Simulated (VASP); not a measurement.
Crystal: YGeF5.

```
CELL_PARAMETERS angstrom
0.00000 3.65007 3.65007
3.65007 0.00000 3.65007
3.65007 3.65007 0.00000
ATOMIC_POSITIONS crystal
Y 0.75000 0.75000 0.75000
Ge 0.50000 0.50000 0.50000
F 0.00000 0.00000 0.00000
F 0.35623 0.35623 0.35623
F 0.35623 0.35623 0.93131
F 0.35623 0.93131 0.35623
F 0.93131 0.35623 0.35623
```

The cell was generated, and may not be a known phase.

* Program: VASP 6.6.1
* Task: relaxation of cell and atoms
* Functional: PBE
* Potentials or basis: VASP PAW PBE potentials, release 64 (Y_sv, Ge_d, F)
* Cutoff: 600 eV
* k mesh: 4 × 4 × 4
* Occupations: gaussian, width 0.1 eV
* Spin: no spin polarisation

At the start: pressure 8.9 GPa; volume 13.89 Å³/atom.

Task: Where does the relaxation end?

Result: Over 7 steps the energy falls by 88.2 meV/atom and the volume is 16.33 Å³/atom (+17.5 %); space group F-43m (No. 216, to 0.1 Å) before and after.

Step by step:
```tsv
step	energy change (eV)	largest force (eV/Å)	pressure (GPa)	volume (Å³)
1	0.0000	1.4686	8.88	97.26
2	-0.5716	0.1644	2.26	108.51
3	-0.6103	0.2319	0.05	115.58
4	-0.6151	0.1631	0.47	113.99
5	-0.6153	0.1466	0.57	113.64
6	-0.6166	0.0895	-0.39	114.73
7	-0.6177	0.0039	-0.02	114.29
```

Final structure:
```
Y Ge F
1.0
     0.00000    3.85175    3.85175
     3.85175    0.00000    3.85175
     3.85175    3.85175    0.00000
Y Ge F
1 1 5
Direct
  0.75000 0.75000 0.75000
  0.50000 0.50000 0.50000
  0.00000 0.00000 0.00000
  0.36386 0.36386 0.36386
  0.36386 0.36386 0.90842
  0.36386 0.90842 0.36386
  0.90842 0.36386 0.36386
```

Caveat: the volume moved by over 15 % at a fixed basis, so the end points are rough.
